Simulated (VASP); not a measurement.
Crystal: SnO (Romarchite).

```
Sn O
1.0
     3.79860    0.00000    0.00000
     0.00000    3.79860    0.00000
     0.00000    0.00000    4.84080
Sn O
2 2
Direct
  0.50000 0.00000 0.23690
  0.00000 0.50000 0.76310
  0.00000 0.00000 0.00000
  0.50000 0.50000 0.00000
```

- Program: VASP 6.6.1
- Task: relaxation of cell and atoms
- Functional: PBE
- Dispersion: D3(BJ)
- Potentials or basis: VASP PAW PBE potentials, release 64 (Sn_d, O)
- Cutoff: 600 eV
- k mesh: 6 × 6 × 6
- Occupations: fermi-dirac, width 0.02 eV
- Spin: no spin polarisation

At the start: pressure 2.8 GPa; volume 17.46 Å³/atom.

Problem. How do energy, volume and symmetry change on relaxing?

Solution. Over 14 steps the energy falls by 7.0 meV/atom and the volume is 17.39 Å³/atom (-0.4 %); space group P4/nmm (No. 129, to 0.05 Å).

Step by step:
```tsv
step	energy change (eV)	largest force (eV/Å)	pressure (GPa)	volume (Å³)
1	0.0000	0.6002	2.84	69.85
2	0.0006	0.5029	-2.96	73.02
3	-0.0222	0.0336	-0.19	71.39
4	-0.0222	0.0446	-0.14	71.36
5	-0.0234	0.0527	-0.13	71.22
6	-0.0257	0.0766	-0.12	70.80
7	-0.0247	0.1199	-0.03	69.95
8	-0.0262	0.0960	-0.08	70.48
9	-0.0272	0.0169	-0.26	70.21
10	-0.0274	0.0378	-0.38	70.02
11	-0.0278	0.0020	0.07	69.44
12	-0.0278	0.0052	-0.01	69.55
13	-0.0278	0.0057	-0.02	69.56
14	-0.0278	0.0014	-0.01	69.57
```

Final structure:
```
Sn O
1.0
     3.83410    0.00000    0.00000
     0.00000    3.83410    0.00000
     0.00000    0.00000    4.73283
Sn O
2 2
Direct
  0.50000 0.00000 0.24586
  0.00000 0.50000 0.75414
  0.00000 0.00000 0.00000
  0.50000 0.50000 0.00000
```

Caveat: pairwise dispersion overbinds metals, which lowers pressure and volume.
